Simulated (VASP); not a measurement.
# Al (P6_3/mmc) in VASP: a series of runs

The runs below take Al through single point, with PBE+D3(BJ).

Everything below comes from runs of VASP 6.6.1. Logs are shortened: lines on timing, memory, paths and dates and some standing lists are left out, and cuts for length are marked.

## Step 1: The cell of the first run

The structure is hexagonal, space group P6_3/mmc (No. 194). Conventional cell: a = 2.726 Å, b = 2.726 Å, c = 9.542 Å, α = 90.00°, β = 90.00°, γ = 120.00°. Within 3.6 Å of Al (site symmetry -3m) lie 12 Al at 2.73 to 2.86 Å. Al (site symmetry -6m2) has 12 Al at 2.73 to 2.86 Å within 3.6 Å.

This isn't the form of Al at room conditions, which is fcc.

## Step 2: Single point, PBE+D3(BJ) (15.35 Å³/atom)

Contents of INCAR:

```
PREC = Accurate
ENCUT = 520
EDIFF = 1E-7
ISMEAR = 0
SIGMA = 0.15
LREAL = F
LASPH = T
NELM = 100
ALGO = Normal
ISIF = 2
LWAVE = F
LCHARG = F
GGA = PE
IVDW = 12
NBANDS = 14
```

Contents of KPOINTS:

```
Automatic mesh
0
Gamma
  18 18 6
```

Contents of POSCAR:

```
Al
1.0
    2.7255391064      0.0000000000      0.0000000000
   -1.3627695532      2.3603861052      0.0000000000
    0.0000000000      0.0000000000      9.5415673037
Al
4
Direct
    0.0000000000      0.0000000000      0.0000000000
    0.3333333333      0.6666666667      0.2500000000
    0.0000000000      0.0000000000      0.5000000000
    0.6666666667      0.3333333333      0.7500000000
```

Potentials or basis: VASP PAW PBE potentials, release 64 (Al).

Run with:

```console
cat potpaw_PBE.64/Al/POTCAR > POTCAR
mpirun -np 1 vasp_std > vasp.out
```

OUTCAR:

```text
PREC = Accurate
   ENCUT = 520
   EDIFF = 1E-7
   ISMEAR = 0
   LREAL = F
   LASPH = T
   NELM = 100
   ISIF = 2
   GGA = PE
   IVDW = 12
 IVDW          = 12

 ion  position               nearest neighbor table
   1  0.000  0.000  0.000-   2 2.86   4 2.86   4 2.86   2 2.86   4 2.86   2 2.86
   2  0.333  0.667  0.250-   1 2.86   3 2.86   1 2.86   3 2.86   1 2.86   3 2.86
   3  0.000  0.000  0.500-   2 2.86   4 2.86   4 2.86   2 2.86   4 2.86   2 2.86
   4  0.667  0.333  0.750-   1 2.86   3 2.86   1 2.86   3 2.86   1 2.86   3 2.86

  LATTYP: Found a hexagonal cell.
 ALAT       =     2.7255391064
 C/A-ratio  =     3.5008000000

  Lattice vectors:

 A1 = (   2.7255391064,   0.0000000000,   0.0000000000)
 A2 = (  -1.3627695532,   2.3603861052,   0.0000000000)
 A3 = (   0.0000000000,   0.0000000000,   9.5415673037)

Analysis of symmetry for initial positions (statically):
=====================================================================
 Subroutine PRICEL returns:
 Original cell was already a primitive cell.

 Routine SETGRP: Setting up the symmetry group for a
 hexagonal supercell.

 Subroutine GETGRP returns: Found 24 space group operations
 (whereof 12 operations were pure point group operations)
 out of a pool of 24 trial point group operations.

The static configuration has the point symmetry D_3d.
 The point group associated with its full space group is D_6h.

Analysis of symmetry for dynamics (positions and initial velocities):
=====================================================================
 Subroutine PRICEL returns:
 Original cell was already a primitive cell.

 Routine SETGRP: Setting up the symmetry group for a
 hexagonal supercell.

 Subroutine GETGRP returns: Found 24 space group operations
 (whereof 12 operations were pure point group operations)
 out of a pool of 24 trial point group operations.

The dynamic configuration has the point symmetry D_3d.
 The point group associated with its full space group is D_6h.

 Subroutine INISYM returns: Found 24 space group operations
 (whereof 12 operations are pure point group operations),
 and found     1 'primitive' translations

----------------------------------------------------------------------------------------

                                     Primitive cell

  volume of cell :      61.3840

  direct lattice vectors                    reciprocal lattice vectors
     2.725539106  0.000000000  0.000000000     0.366899891  0.211829751  0.000000000
    -1.362769553  2.360386105  0.000000000     0.000000000  0.423659501  0.000000000
     0.000000000  0.000000000  9.541567304     0.000000000  0.000000000  0.104804585

  length of vectors
     2.725539106  2.725539106  9.541567304     0.423659501  0.423659501  0.104804585

  position of ions in fractional coordinates (direct lattice)
     0.000000000  0.000000000  0.000000000
     0.333333333  0.666666667  0.250000000
     0.000000000  0.000000000  0.500000000
     0.666666667  0.333333333  0.750000000

  ion indices of the primitive-cell ions
   primitive index   ion index
                 1           1
                 2           2
                 3           3
                 4           4

----------------------------------------------------------------------------------------

 KPOINTS: Automatic mesh

Automatic generation of k-mesh.
 Grid dimensions read from file:
 generate k-points for:   18   18    6

 Generating k-lattice:

  Cartesian coordinates                     Fractional coordinates (reciprocal lattice)
     0.020383327  0.011768319  0.000000000     0.055555556  0.000000000  0.000000000
     0.000000000  0.023536639  0.000000000     0.000000000  0.055555556  0.000000000
     0.000000000  0.000000000  0.017467431     0.000000000  0.000000000  0.166666667

  Length of vectors
     0.023536639  0.023536639  0.017467431

  Shift w.r.t. Gamma in fractional coordinates (k-lattice)
     0.000000000  0.000000000  0.000000000

 Subroutine IBZKPT returns following result:
 ===========================================

 Found    148 irreducible k-points:

 Following reciprocal coordinates:
            Coordinates               Weight
  0.000000  0.000000  0.000000      1.000000
  0.055556 -0.000000  0.000000      6.000000
  0.111111 -0.000000  0.000000      6.000000
  0.166667  0.000000  0.000000      6.000000
  0.222222  0.000000  0.000000      6.000000
  0.277778  0.000000  0.000000      6.000000
[... 16 lines left out ...]
  0.333333  0.111111  0.000000     12.000000
  0.388889  0.111111  0.000000     12.000000
 [... further k-points ...]
   k-points           NKPTS =    148   k-points in BZ     NKDIM =    148   number of bands    NBANDS=     14
   number of dos      NEDOS =    301   number of ions     NIONS =      4
   total plane-waves  NPLWV =  28800
   dimension x,y,z NGX =    20 NGY =   20 NGZ =   72
   dimension x,y,z NGXF=    40 NGYF=   40 NGZF=  144
   ions per type =               4
   NGX,Y,Z   is equivalent  to a cutoff of  12.20, 12.20, 12.54 a.u.
   NGXF,Y,Z  is equivalent  to a cutoff of  24.40, 24.40, 25.09 a.u.
 SYSTEM =  unknown system
   PREC   = accura    normal or accurate (medium, high low for compatibility)
   ISTART =      0    job   : 0-new  1-cont  2-samecut
   ICHARG =      2    charge: 1-file 2-atom 10-const
   ISPIN  =      1    spin polarized calculation?
   LNONCOLLINEAR =      F non collinear calculations
   LSORBIT =      F    spin-orbit coupling
   LASPH  =      T    aspherical Exc in radial PAW
   ENCUT  =  520.0 eV  38.22 Ry    6.18 a.u.   5.07  5.07 17.74*2*pi/ulx,y,z
   NELM   =    100;   NELMIN=  2; NELMDL= -5     # of ELM steps
   EDIFF  = 0.1E-06   stopping-criterion for ELM
   LREAL  =      F    real-space projection
   EDIFFG = 0.1E-05   stopping-criterion for IOM
   NSW    =      0    number of steps for IOM
   IBRION =     -1    ionic relax: 0-MD 1-quasi-New 2-CG
   NFREE  =      0    steps in history (QN), initial steepest desc. (CG)
   ISIF   =      2    stress and relaxation
   ISYM   =      2    0-nonsym 1-usesym 2-fastsym
   POTIM  = 0.5000    time-step for ionic-motion
   TEBEG  =    0.0;   TEEND  =   0.0 temperature during run
   PSTRESS=    0.0 pullay stress
   NELECT =      12.0000    total number of electrons
   NUPDOWN=      -1.0000    fix difference up-down
   EMIN   =  10.00;   EMAX   =-10.00  energy-range for DOS
   EFERMI =   0.00;   METHOD = LEGACY
   ISMEAR =     0;   SIGMA  =   0.15  broadening in eV -4-tet -1-fermi 0-gaus
   EFERMI_NEDOS =   21; number of points for ismear=-14 and -15
   IALGO  =     38    algorithm
   IMIX   =      4    mixing-type and parameters
     AMIX     =   0.40;   BMIX     =  1.00
     AMIX_MAG =   1.60;   BMIX_MAG =  1.00
  volume/ion in A,a.u.               =      15.35       103.56
  Fermi-wavevector in a.u.,A,eV,Ry     =   0.950131  1.795487 12.282646  0.902749
  Thomas-Fermi vector in A             =   2.078479
   LORBIT       =      0    0 simple, 1 ext, 2 COOP (PROOUT), +10 PAW based schemes
   GGA     = PE    functional components
   LHFCALC =     F    Hartree Fock is set to
   AEXX    =    0.0000 exact exchange contribution
   IVDW    =    12    specifies the selected vdW correction
   LEPSILON=     F    determine dielectric tensor
   LRPA    =     F    only Hartree local field effects (RPA)
 non-spin polarized calculation
 Gauss-broadening in eV      SIGMA  =   0.15
  energy-cutoff  :      520.00
  volume of cell :       61.38
 maximum number of plane-waves:      1692
   NGX = 11   NGY = 11   NGZ = 35

 number of electron      12.0000000 magnetization

 Free energy of the ion-electron system (eV)
  ---------------------------------------------------
  ext. energy  EPLUGINS =         0.00000000
  ---------------------------------------------------
  free energy    TOTEN  =       -14.78802164 eV

  energy without entropy =      -14.77018688  energy(sigma->0) =      -14.77910426

 E-fermi :   8.7549     XC(G=0): -10.4597

 val. band max:        8.7420203942   @ k =   0.3333   0.1111   0.0000
 cond. band min:       8.7602325700   @ k =   0.1111   0.0556   0.3333
 fundamental gap:      0.0182121758
 Fermi energy:         8.7549326298

 k-point     1 :       0.0000    0.0000    0.0000
  band No.  band energies     occupation
      1      -2.8721      2.00000
      2      -1.2592      2.00000
      3      -1.2555      2.00000
      4       3.4318      2.00000
      5       3.5302      2.00000
      6      11.0691      0.00000
      7      11.0758      0.00000
      8      20.1655      0.00000
      9      21.1010      0.00000
     10      21.1010      0.00000
     11      21.1304      0.00000
     12      21.1304      0.00000
     13      21.6851      0.00000
     14      21.9606      0.00000

 k-point     2 :       0.0556   -0.0000    0.0000
  band No.  band energies     occupation
      1      -2.7902      2.00000
      2      -1.1782      2.00000
      3      -1.1746      2.00000
      4       3.5117      2.00000
      5       3.6063      2.00000
      6      11.1386      0.00000
      7      11.1463      0.00000
      8      19.2085      0.00000
      9      19.9713      0.00000
     10      20.0188      0.00000
     11      20.5238      0.00000
     12      20.7043      0.00000
     13      21.2357      0.00000
     14      21.2502      0.00000

 k-point     3 :       0.1111   -0.0000    0.0000
  band No.  band energies     occupation
      1      -2.5446      2.00000
      2      -0.9355      2.00000
      3      -0.9320      2.00000
      4       3.7504      2.00000
      5       3.8347      2.00000
      6      11.3431      0.00000
      7      11.3549      0.00000
      8      16.9987      0.00000
      9      18.2183      0.00000
     10      18.3603      0.00000
     11      18.9510      0.00000
     12      20.0303      0.00000
     13      20.2812      0.00000
     14      20.2831      0.00000

 k-point     4 :       0.1667    0.0000    0.0000
  band No.  band energies     occupation
      1      -2.1365      2.00000
      2      -0.5322      2.00000
      3      -0.5287      2.00000
      4       4.1448      2.00000
      5       4.2153      2.00000
      6      11.6579      0.00000
      7      11.6882      0.00000
      8      14.8146      0.00000
      9      16.0652      0.00000
     10      16.1969      0.00000
     11      18.0656      0.00000
     12      18.9290      0.00000
     13      19.4149      0.00000
     14      19.4200      0.00000

 k-point     5 :       0.2222    0.0000    0.0000
  band No.  band energies     occupation
      1      -1.5672      2.00000
      2       0.0302      2.00000
      3       0.0335      2.00000
      4       4.6884      2.00000
      5       4.7482      2.00000
      6      11.8197      0.00000
      7      12.0696      0.00000
      8      13.0091      0.00000
      9      13.9798      0.00000
     10      14.2094      0.00000
     11      17.3169      0.00000
[... 276 lines left out ...]
 k-point    22 :       0.2778    0.1111    0.0000
  band No.  band energies     occupation
      1       0.2846      2.00000
      2       1.8581      2.00000
      3       1.8602      2.00000
      4       6.3387      2.00000
      5       6.4936      2.00000
      6       8.8771      0.24923
      7      10.1973      0.00000
      8      10.3106      0.00000
      9      12.6209      0.00000
     10      13.5244      0.00000
     11      13.9273      0.00000
     12      14.3850      0.00000
     13      14.6198      0.00000
     14      15.4474      0.00000

 k-point    23 :       0.3333    0.1111    0.0000
  band No.  band energies     occupation
      1       1.3185      2.00000
      2       2.8749      2.00000
      3       2.8755      2.00000
      4       6.5593      2.00000
      5       7.4412      2.00000
      6       7.7457      2.00000
      7       8.5539      1.94198
      8       8.7420      1.09689
      9      12.0344      0.00000
     10      12.9868      0.00000
     11      13.3745      0.00000
     12      13.7055      0.00000
     13      14.2501      0.00000
     14      15.5187      0.00000

 k-point    24 :       0.3889    0.1111    0.0000
  band No.  band energies     occupation
      1       2.4987      2.00000
      2       4.0138      2.00000
      3       4.0199      2.00000
      4       5.2613      2.00000
      5       6.8533      2.00000
      6       6.8931      2.00000
      7       8.6825      1.50543
      8       8.8447      0.39713
      9      11.0918      0.00000
     10      11.4245      0.00000
     11      12.8291      0.00000
     12      13.6459      0.00000
     13      14.0455      0.00000
     14      16.3043      0.00000

 [... further k-points ...]

------------------------ aborting loop because EDIFF is reached ----------------------------------------

 Edisp (eV)   -1.45116

 E8    (eV) :    -0.6498

  FORCE on cell =-STRESS in cart. coord.  units (eV):
  Direction    XX          YY          ZZ          XY          YZ          ZX
  --------------------------------------------------------------------------------------
  -------------------------------------------------------------------------------------
  Total       2.20520     2.20520    -0.25825     0.00000     0.00000    -0.00000
  in kB      57.55781    57.55781    -6.74067     0.00000     0.00000    -0.00000
  external pressure =       36.12 kB  Pullay stress =        0.00 kB

 VOLUME and BASIS-vectors are now :
 -----------------------------------------------------------------------------
  energy-cutoff  :      520.00
  volume of cell :       61.38
      direct lattice vectors                 reciprocal lattice vectors
     2.725539106  0.000000000  0.000000000     0.366899891  0.211829751  0.000000000
    -1.362769553  2.360386105  0.000000000     0.000000000  0.423659501  0.000000000
     0.000000000  0.000000000  9.541567304     0.000000000  0.000000000  0.104804585

 POSITION                                       TOTAL-FORCE (eV/Angst)
 -----------------------------------------------------------------------------------
      0.00000      0.00000      0.00000         0.000000      0.000000     -0.000000
     -0.00000      1.57359      2.38539        -0.000000      0.000000      0.000000
      0.00000      0.00000      4.77078         0.000000      0.000000     -0.000000
      1.36277      0.78680      7.15618        -0.000000     -0.000000      0.000000
 -----------------------------------------------------------------------------------
    total drift:                               -0.000000      0.000000     -0.000000

  FREE ENERGIE OF THE ION-ELECTRON SYSTEM (eV)
  ---------------------------------------------------
  free  energy   TOTEN  =       -16.2391844943 eV

  energy  without entropy=      -16.2213497341  energy(sigma->0) =      -16.23026711
```

It took 54 s on 1 thread of AMD EPYC 9R45 (Zen 5), shared host; peak memory 0.21 GiB.

What came out:

| Property | Result |
| --- | --- |
| Free energy | -16.2392 eV |
| Pressure | 3.6 GPa |
| Band gap on the k mesh | zero (bands 6 and 7 overlap by 4.59 eV) |
| Dispersion energy per atom | -0.363 eV |

Stress tensor (GPa, compression positive):
```
 5.76  0.00  0.00
 0.00  5.76  0.00
 0.00  0.00 -0.67
```

Caveat: the cell stands under pressure.

## Step 3: Single point, PBE+D3(BJ) (15.35 Å³/atom)

Contents of INCAR:

```
ALGO = Normal ; EDIFF = 1E-7
ENCUT = 520 ; GGA = PE
ISIF = 2 ; ISMEAR = 0
IVDW = 12 ; LASPH = True
LCHARG = False ; LREAL = False
LWAVE = False ; NBANDS = 14
NELM = 80 ; PREC = Accurate
SIGMA = 0.15
```

Contents of KPOINTS:

```
k-points
0
Gamma
  18 18 6
```

Contents of POSCAR:

```
Al
1.0
    2.8143588288      0.0000000000      0.0000000000
   -1.4071794144      2.4373062411      0.0000000000
    0.0000000000      0.0000000000      8.9488167679
Al
4
Direct
    0.0000000000      0.0000000000      0.0000000000
    0.3333333333      0.6666666667      0.2500000000
    0.0000000000      0.0000000000      0.5000000000
    0.6666666667      0.3333333333      0.7500000000
```

Potentials or basis: VASP PAW PBE potentials, release 64 (Al).

Run with:

```console
cat potpaw_PBE.64/Al/POTCAR > POTCAR
mpirun -np 1 vasp_std > vasp.out
```

Run time: 73 s. Hardware: 1 thread of AMD EPYC 9R45 (Zen 5), shared host; peak memory 0.22 GiB.

The run converged. Its results:

```yaml
Free_energy: -16.2821 eV
Pressure: 3.0 GPa
Band_gap_on_the_k_mesh: zero (bands 6 and 7 overlap by 6.09 eV)
Dispersion_energy_per_atom: -0.363 eV
```

Stress tensor (GPa, compression positive):
```
1.82 0.00 0.00
0.00 1.82 0.00
0.00 0.00 5.38
```

Levels at points of the mesh, in eV from the Fermi level:
```
           k point  band 3  band 4  band 5  band 6  band 7  band 8  band 9  band 10
(0.00, 0.00, 0.00)   -9.80   -4.72   -4.13    4.12    4.13   10.81   10.81    10.97
(0.50, 0.00, 0.00)   -4.17   -4.10   -3.47   -3.39    0.85    1.28    1.71     2.00
(0.00, 0.00, 0.50)   -7.55   -7.55   -0.51   -0.51    9.31    9.31   11.16    11.16
(0.50, 0.00, 0.50)   -5.09   -5.09   -1.91   -1.91   -1.20   -1.20    4.97     4.97
```

Caveat: the cell stands under pressure.

(Continued in part 2 of 2.)
